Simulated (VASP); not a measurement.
# SiNi3: single point with PBE

Crystal: SiNi3.

```
Si Ni
1.0
     3.50627    0.00000    0.00000
     0.00000    3.50627    0.00000
     0.00000    0.00000    3.50627
Si Ni
1 3
Direct
  0.00000 0.00000 0.00000
  0.00000 0.50000 0.50000
  0.50000 0.00000 0.50000
  0.50000 0.50000 0.00000
```

```json
{
 "Program": "VASP 6.6.1",
 "Task": "single point",
 "Functional": "PBE",
 "Potentials or basis": "VASP PAW PBE potentials, release 64 (Si, Ni)",
 "Cutoff": "520 eV",
 "k mesh": "12 × 12 × 12",
 "Occupations": "gaussian, width 0.1 eV",
 "Spin": "no spin polarisation"
}
```

* Pressure: 0.0 GPa
* Band gap on the k mesh: zero (band 17 reaches 10.69 eV, above the bottom of band 18 at 10.45 eV)

Levels at points of the mesh, in eV from the Fermi level:
```
           k point  band 15  band 16  band 17  band 18  band 19  band 20
(0.00, 0.00, 0.00)    -0.62    -0.30     0.03     0.03     0.03     4.82
(0.50, 0.00, 0.00)    -1.14    -0.56     0.03     3.60     3.60     5.20
(0.50, 0.50, 0.00)    -1.11    -1.01    -0.94     0.65     0.65     5.58
(0.50, 0.50, 0.50)    -1.24    -0.39    -0.21    -0.21    -0.21     1.20
```

Wall time 44 s on 1 thread of AMD EPYC 9R45 96-Core Processor (Zen 5), on a shared host, peak memory 0.18 GiB.

Spin polarisation is off, so any magnetic state and its effect on volume and gap are missing.
